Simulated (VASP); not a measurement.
# Cd (Fm-3m) in VASP: settings compared, part 2 of 2

VASP 6.6.1.

**3. Single point, PBE (strained)**

Input file INCAR:

```
ALGO = Fast
EDIFF = 1E-7
ENCUT = 520
GGA = PE
ISIF = 2
ISMEAR = 0
LASPH = T
LCHARG = F
LREAL = F
LWAVE = F
NBANDS = 12
NELM = 80
PREC = Accurate
SIGMA = 0.1
```

Input file KPOINTS:

```
k-points
0
Gamma
  16 16 16
```

Input file POSCAR:

```
Cd
1.0
    0.0000000000      2.1411799537      2.1411799537
    2.1411799537      0.0000000000      2.1411799537
    2.1411799537      2.1411799537      0.0000000000
Cd
1
Direct
    0.0000000000      0.0000000000      0.0000000000
```

Potentials or basis: VASP PAW PBE potentials, release 64 (Cd).

The run is started by

```bash
$ cat potpaw_PBE.64/Cd/POTCAR > POTCAR
$ mpirun -np 1 vasp_std > vasp.out
```

It took 29 s on 1 thread of Intel Xeon 8259CL, shared host; peak memory 0.16 GiB.

It converged, with:

```
Free energy            : -0.6460 eV
Pressure               : 10.3 GPa
Band gap on the k mesh : zero (bands 6 and 7 overlap by 3.28 eV)
```

Levels at points of the mesh, in eV from the Fermi level:
| k point | band 2 | band 3 | band 4 | band 5 | band 6 | band 7 | band 8 | band 9 | band 10 | band 11 |
| --- | --- | --- | --- | --- | --- | --- | --- | --- | --- | --- |
| (0.00, 0.00, 0.00) | -9.51 | -9.51 | -9.51 | -8.94 | -8.94 | 14.21 | 15.96 | 15.96 | 15.96 | 19.55 |
| (0.50, 0.00, 0.00) | -9.51 | -9.51 | -8.48 | -8.48 | -2.82 | -1.19 | 13.28 | 13.49 | 13.49 | 17.43 |
| (0.50, 0.50, 0.00) | -10.26 | -8.51 | -8.36 | -8.36 | -1.15 | 1.76 | 7.11 | 7.11 | 11.77 | 12.02 |

Caveat: the cell differs from its parent crystal (strained); the cell stands under pressure.

**4. Single point, LDA (strained)**

Input file INCAR:

```
  ALGO = Normal
  EDIFF = 1E-6
  ENCUT = 520
  GGA = CA
  ISIF = 2
  ISMEAR = 0
  LASPH = True
  LCHARG = False
  LREAL = False
  LWAVE = False
  NBANDS = 12
  NELM = 80
  PREC = Accurate
  SIGMA = 0.1
```

KPOINTS is that of step 3.

Input file POSCAR:

```
Cd
1.0
    0.0000000000      2.1650472450      2.1650472450
    2.1650472450      0.0000000000      2.1650472450
    2.1650472450      2.1650472450      0.0000000000
Cd
1
Direct
    0.0000000000      0.0000000000      0.0000000000
```

Potentials or basis: VASP PAW LDA potentials, release 64 (Cd).

The run is started by

```bash
$ cat potpaw_LDA.64/Cd/POTCAR > POTCAR
$ mpirun -np 1 vasp_std > vasp.out
```

OUTCAR:

```text
EDIFF = 1E-6
   ENCUT = 520
   GGA = CA
   ISIF = 2
   ISMEAR = 0
   LASPH = True
   LREAL = False
   NELM = 80
   PREC = Accurate

 ion  position               nearest neighbor table
   1  0.000  0.000  0.000-

  LATTYP: Found a face centered cubic cell.
 ALAT       =     4.3300944900

  Lattice vectors:

 A1 = (   0.0000000000,   2.1650472450,   2.1650472450)
 A2 = (   2.1650472450,   0.0000000000,   2.1650472450)
 A3 = (   2.1650472450,   2.1650472450,   0.0000000000)

[... 537 lines left out ...]
     12      22.4455      0.00000

 [... further k-points ...]

------------------------ aborting loop because EDIFF is reached ----------------------------------------

  FORCE on cell =-STRESS in cart. coord.  units (eV):
  Direction    XX          YY          ZZ          XY          YZ          ZX
  --------------------------------------------------------------------------------------
  -------------------------------------------------------------------------------------
  Total       -0.0620538     -0.0620538     -0.0620538     -0.0000000      0.0000000      0.0000000
  in kB       -4.8983175     -4.8983175     -4.8983175     -0.0000000      0.0000000      0.0000000
  external PRESSURE =      -4.8983175 kB  Pullay stress =       0.0000000 kB

 VOLUME and BASIS-vectors are now :
 -----------------------------------------------------------------------------
  energy-cutoff  :      520.00
  volume of cell :       20.30
      direct lattice vectors                 reciprocal lattice vectors
     0.000000000  2.165047245  2.165047245    -0.230941843  0.230941843  0.230941843
     2.165047245  0.000000000  2.165047245     0.230941843 -0.230941843  0.230941843
     2.165047245  2.165047245  0.000000000     0.230941843  0.230941843 -0.230941843

 POSITION                                       TOTAL-FORCE (eV/Angst)
 -----------------------------------------------------------------------------------
      0.00000      0.00000      0.00000         0.000000     -0.000000      0.000000
 -----------------------------------------------------------------------------------
    total drift:                                0.000000      0.000000     -0.000000

  FREE ENERGIE OF THE ION-ELECTRON SYSTEM (eV)
  ---------------------------------------------------
  free  energy   TOTEN  =        -1.4991768103 eV

  energy  without entropy=       -1.4962814186  energy(sigma->0) =       -1.49772911
```

OSZICAR:

```text
N       E                     dE             d eps       ncg     rms          rms(c)
DAV:   1     0.706612550578E+02    0.70661E+02   -0.69724E+03  3688   0.101E+03
DAV:   2    -0.336867845156E+00   -0.70998E+02   -0.67426E+02  3784   0.240E+02
DAV:   3    -0.157686774927E+01   -0.12400E+01   -0.12393E+01  4144   0.357E+01
DAV:   4    -0.157845856937E+01   -0.15908E-02   -0.15908E-02  3920   0.127E+00
DAV:   5    -0.157846236731E+01   -0.37979E-05   -0.37982E-05  4176   0.630E-02    0.378E+00
DAV:   6    -0.150797497483E+01    0.70487E-01   -0.17074E-01  4100   0.541E+00    0.292E+00
DAV:   7    -0.150052497827E+01    0.74500E-02   -0.12249E-02  4100   0.111E+00    0.142E+00
DAV:   8    -0.149916980877E+01    0.13552E-02   -0.15219E-03  3720   0.550E-01    0.522E-02
DAV:   9    -0.149917559433E+01   -0.57856E-05   -0.33563E-06  4252   0.150E-02    0.139E-02
DAV:  10    -0.149917681360E+01   -0.12193E-05   -0.12925E-06  2272   0.149E-02    0.826E-04
DAV:  11    -0.149917681030E+01    0.33006E-08   -0.18681E-08  1980   0.153E-03
   1 F= -.14991768E+01 E0= -.14977291E+01  d E =-.289539E-02
```

Run time: 25 s. Hardware: 1 thread of Intel Xeon 8259CL, shared host; peak memory 0.15 GiB.

What came out:

* Free energy: -1.4992 eV
* Pressure: -0.5 GPa
* Band gap on the k mesh: zero (bands 6 and 7 overlap by 3.35 eV)

Levels at points of the mesh, in eV from the Fermi level:
```tsv
k point	band 2	band 3	band 4	band 5	band 6	band 7	band 8	band 9	band 10	band 11
(0.00, 0.00, 0.00)	-9.30	-9.30	-9.30	-8.76	-8.76	14.22	15.58	15.58	15.58	19.20
(0.50, 0.00, 0.00)	-9.30	-9.30	-8.32	-8.32	-2.63	-1.25	13.07	13.07	13.31	17.17
(0.50, 0.50, 0.00)	-10.00	-8.35	-8.21	-8.21	-1.03	1.61	6.96	6.96	11.67	11.79
```

Caveat: the cell differs from its parent crystal (strained).

**5. Single point, PBE (strained)**

Input file INCAR:

```
  PREC = Accurate
  ENCUT = 520
  EDIFF = 1E-6
  ISMEAR = 0
  SIGMA = 0.1
  LREAL = False
  LASPH = True
  NELM = 60
  ALGO = Normal
  ISIF = 2
  LWAVE = False
  LCHARG = True
  GGA = PE
  LELF = True
  LVHAR = True
  NBANDS = 12
```

Input file KPOINTS:

```
Automatic mesh
0
Gamma
  16 16 16
```

Input file POSCAR:

```
Cd
1.0
    0.0000000000      2.1573502654      2.1573502654
    2.1573502654      0.0000000000      2.1573502654
    2.1573502654      2.1573502654      0.0000000000
Cd
1
Direct
    0.0000000000      0.0000000000      0.0000000000
```

Potentials or basis: VASP PAW PBE potentials, release 64 (Cd).

The run is started by

```bash
$ cat potpaw_PBE.64/Cd/POTCAR > POTCAR
$ mpirun -np 1 vasp_std > vasp.out
```

It took 25 s on 1 thread of Intel Xeon 8259CL, shared host; peak memory 0.16 GiB.

The run converged. Its results:

```
Free energy            : -0.6719 eV
Pressure               : 8.3 GPa
Band gap on the k mesh : zero (bands 6 and 7 overlap by 3.31 eV)
```

Levels at points of the mesh, in eV from the Fermi level:
```csv
k point,band 3,band 4,band 5,band 6,band 7,band 8,band 9,band 10
"(0.00, 0.00, 0.00)",-9.43,-9.43,-8.89,-8.89,14.14,15.74,15.74,15.74
"(0.50, 0.00, 0.00)",-9.43,-8.45,-8.45,-2.71,-1.22,13.22,13.28,13.28
"(0.50, 0.50, 0.00)",-8.47,-8.33,-8.33,-1.07,1.67,7.04,7.04,11.61
```

Caveat: the cell differs from its parent crystal (strained); the cell stands under pressure.

**6. Summary**

```tsv
level	potentials or basis	cell	k mesh	gap on the mesh (eV)	pressure (GPa)
PBE	VASP PAW PBE potentials, release 64 (Cd)	a = 3.137 Å, angles 60.0°, 1 atom	14 × 14 × 14	none	2.5
PBE	VASP PAW PBE potentials, release 64 (Cd)	a = 3.028 Å, angles 60.0°, 1 atom	16 × 16 × 16	none	10.3
LDA	VASP PAW LDA potentials, release 64 (Cd)	a = 3.062 Å, angles 60.0°, 1 atom	16 × 16 × 16	none	-0.5
PBE	VASP PAW PBE potentials, release 64 (Cd)	a = 3.051 Å, angles 60.0°, 1 atom	16 × 16 × 16	none	8.3
```

Alike in all rows: task single point; no spin polarisation; cutoff (eV) 520; smearing gaussian 0.1 eV.

Caveats: the cell stands under pressure (at least some runs).

Absolute energies hang on the potentials; compare differences alone.
